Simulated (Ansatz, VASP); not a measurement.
One calculation of Cu2Ru, two programs

File POSCAR:

```
Cu2Ru
1.0
    0.0000000000      3.4942890000      3.4942890000
    3.4942890000      0.0000000000      3.4942890000
    3.4942890000      3.4942890000      0.0000000000
Ru Cu
2 4
Direct
    0.3750000000      0.3750000000      0.3750000000
    0.6250000000      0.6250000000      0.6250000000
    0.0000000000      0.0000000000      0.0000000000
    0.5000000000      0.0000000000      0.0000000000
    0.0000000000      0.0000000000      0.5000000000
    0.0000000000      0.5000000000      0.0000000000
```

File INCAR.step1:

```
ALGO = Normal ; EDIFF = 1E-4
ENCUT = 520 ; GGA = PE
ISMEAR = 0 ; LASPH = True
LCHARG = False ; LREAL = False
LWAVE = True ; NBANDS = 45
NELM = 60 ; PREC = Accurate
SIGMA = 0.0188
```

INCAR.step2

```
ALGO = Normal ; EDIFF = 1E-7
ENCUT = 520 ; ISIF = 2
ISMEAR = 0 ; ISTART = 1
LASPH = True ; LCHARG = True
LELF = True ; LMIXTAU = True
LREAL = False ; LVHAR = True
LWAVE = False ; METAGGA = R2SCAN
NBANDS = 45 ; NELM = 60
PREC = Accurate ; SIGMA = 0.0188
```

KPOINTS

```
k-points
0
Gamma
  6 6 6
```

Input for Ansatz:

```yaml
crystal:
  lattice:
    - [0.0, 3.494289, 3.494289]
    - [3.494289, 0.0, 3.494289]
    - [3.494289, 3.494289, 0.0]
  atoms:
    - { symbol: Ru, position: [0.375, 0.375, 0.375] }
    - { symbol: Ru, position: [0.625, 0.625, 0.625] }
    - { symbol: Cu, position: [0.0, 0.0, 0.0] }
    - { symbol: Cu, position: [0.5, 0.0, 0.0] }
    - { symbol: Cu, position: [0.0, 0.0, 0.5] }
    - { symbol: Cu, position: [0.0, 0.5, 0.0] }
  symmetry: { tolerance: 0.0003 }
kpoints:
  mp_grid: { grid: [6, 6, 6], shift: [0, 0, 0] }
  band_path:
    path:
      - [0.0, 0.0, 0.0]
      - [0.5, 0.0, 0.5]
      - [0.625, 0.25, 0.625]
      - [0.375, 0.375, 0.75]
      - [0.0, 0.0, 0.0]
      - [0.5, 0.5, 0.5]
      - [0.5, 0.25, 0.75]
      - [0.5, 0.0, 0.5]
    npoints: 8
magnetization:
  spin_polarized: false
scf:
  occupations: { method: gaussian, width: 0.0188 }
  lower_state_search: "off"
  max_iter: 200
hamiltonian:
  pseudopotentials: { kind: paw }
  xc: r2scan
basis:
  ecutwfc: 500
  fft_grid_basis: typed
output:
  forces: true
  stress: true
  eigenvalues: true
  bader: true
  populations: true
  elf: true
  write_potential: true
  volumetric_format: npy
  dos:
    e_range: [-12, 8]
    de: 0.05
    projected: { site_lists: { Cu: [Cu], Ru: [Ru] } }
checkpoint:
  read: saved_state
```

Alike in both runs: task single point; functional r2SCAN; k mesh 6 × 6 × 6; occupations gaussian, width 0.0188 eV; no spin polarisation.

```csv
,VASP,Ansatz
version,VASP 6.6.1,Ansatz 0.2.0
potentials or method,"VASP PAW PBE potentials, release 64 (Ru_pv, Cu), cutoff 520 eV",PAW plane waves
valence electrons in the cell,72,108
```

```csv
,VASP,Ansatz,Ansatz less VASP
pressure (GPa),-23.1,-23.6,-0.43
```

VASP's potentials were made for PBE, not for r2SCAN. With one functional, cell and mesh, what is left measures potentials, basis and numerics. VASP's potentials hold 72 valence electrons a cell and Ansatz's 108, so a difference there can come from the potentials and not from the codes.
